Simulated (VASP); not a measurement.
Input of a VASP 6.6.1 run:

The input INCAR:

```
ALGO = Normal
EDIFF = 1E-7
ENCUT = 520
GGA = CA
ISIF = 2
ISMEAR = 0
LASPH = T
LCHARG = T
LELF = T
LREAL = F
LVHAR = T
LWAVE = F
NBANDS = 15
NELM = 60
PREC = Accurate
SIGMA = 0.1
```

File KPOINTS:

```
k-points
0
Gamma
  16 16 16
```

Contents of POSCAR:

```
TaN
1.0
    0.0000000000      2.1474698700      2.1474698700
    2.1474698700      0.0000000000      2.1474698700
    2.1474698700      2.1474698700      0.0000000000
Ta N
1 1
Direct
    0.5000000000      0.5000000000      0.5000000000
    0.0000000000      0.0000000000      0.0000000000
```

Potentials or basis: VASP PAW LDA potentials, release 64 (Ta_pv, N).

The run is started by

```bash
$ cat potpaw_LDA.64/Ta_pv/POTCAR potpaw_LDA.64/N/POTCAR > POTCAR
$ mpirun -np 1 vasp_std > vasp.out
```

(1) What does it give for the pressure?

(2) What does it give for the band gap on the k mesh?

Results:

(1) 17.5 GPa.

(2) zero (bands 8 and 9 overlap by 4.45 eV).

Caveat: the cell differs from its parent crystal (strained); the cell stands under pressure; spin-orbit coupling is left out, which moves the levels of the heavy elements.
